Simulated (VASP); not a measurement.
BaTe: single point with PBE

The system is BaTe.

```
Ba Te
1.0
    -2.49480    2.50075    3.53524
     2.49480   -2.50075    3.53524
     2.49480    2.50075   -3.53524
Ba Te
1 1
Direct
  0.95716 0.45716 0.50000
  0.45737 0.95737 0.50000
```

| Item | Value |
| --- | --- |
| Program | VASP 6.6.1 |
| Task | single point |
| Functional | PBE |
| Potentials or basis | VASP PAW PBE potentials, release 64 (Ba_sv, Te) |
| Cutoff | 520 eV |
| k mesh | 6 × 6 × 6 |
| Occupations | gaussian, width 0.2 eV |
| Spin | no spin polarisation |
| Dipole correction | no |
| Further INCAR settings | ALGO = Normal; EDIFF = 1e-06; NBANDS = 15 |

The pressure is 0.3 GPa and the band gap on the k mesh is 1.57 eV, indirect (least direct gap 1.96 eV).

Forces in eV/Å, atoms in the order of the input:
```
Ba   0.000  0.000  0.003
Te   0.000  0.000 -0.003
```

Levels at points of the mesh, in eV from the valence-band top:
```
           k point  band 4  band 5  band 6  band 7  band 8  band 9  band 10  band 11  band 12  band 13
(0.00, 0.00, 0.00)  -12.24   -9.48   -0.01   -0.01    0.00    2.80     2.93     2.93     2.95     3.52
(0.50, 0.00, 0.00)  -12.26   -8.83   -2.17   -1.08   -1.07    4.15     4.68     4.81     4.82     6.87
(0.00, 0.50, 0.00)  -12.26   -8.83   -2.16   -1.08   -1.08    4.15     4.68     4.82     4.83     6.87
(0.50, 0.50, 0.00)  -12.32   -9.28   -1.13   -0.39   -0.39    1.57     4.38     4.52     5.46     5.63
(0.50, 0.50, 0.50)  -12.32   -9.28   -1.13   -0.39   -0.38    1.57     4.38     4.52     5.46     5.64
```

Run time: 110 s on 1 thread of AMD EPYC 7R43 64-Core Processor (Zen 3), with other jobs on the host, peak memory 0.23 GiB.

Caveat: spin-orbit coupling is left out, which moves the levels of the heavy elements. A k mesh can miss the band edges.
